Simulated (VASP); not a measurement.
# KBr: single point with HSE06

The system is KBr.

```
CELL_PARAMETERS angstrom
0.00000 3.30225 3.30225
3.30225 0.00000 3.30225
3.30225 3.30225 0.00000
ATOMIC_POSITIONS crystal
K 0.00000 0.00000 0.00000
Br 0.50000 0.50000 0.50000
```

| Quantity | Value |
| --- | --- |
| Program | VASP 6.6.1 |
| Task | single point |
| Functional | HSE06 |
| Potentials or basis | VASP PAW PBE potentials, release 64 (K_sv, Br) |
| Cutoff | 520 eV |
| k mesh | 4 × 4 × 4 |
| Occupations | gaussian, width 0.01 eV |
| Spin | no spin polarisation |

* Pressure: 0.5 GPa
* Band gap on the k mesh: 5.59 eV

Levels at points of the mesh, in eV from the valence-band top:
```
           k point  band 4  band 5  band 6  band 7  band 8  band 9  band 10  band 11  band 12  band 13
(0.00, 0.00, 0.00)  -12.09  -12.09    0.00    0.00    0.00    5.59     8.97     8.97     8.97     9.92
(0.50, 0.00, 0.00)  -12.10  -11.84   -1.23   -0.34   -0.34    7.74     9.58    11.37    11.37    11.38
(0.50, 0.50, 0.00)  -12.13  -12.13   -0.86   -0.31   -0.31    7.07     8.48    10.77    10.97    11.30
```

Run time: 9.8 min on 1 thread of AMD EPYC 7R13 Processor (Zen 3), on a shared host, peak memory 0.29 GiB.

Caveat: the PAW data sets were made with another functional, which shifts forces and pressure a little.
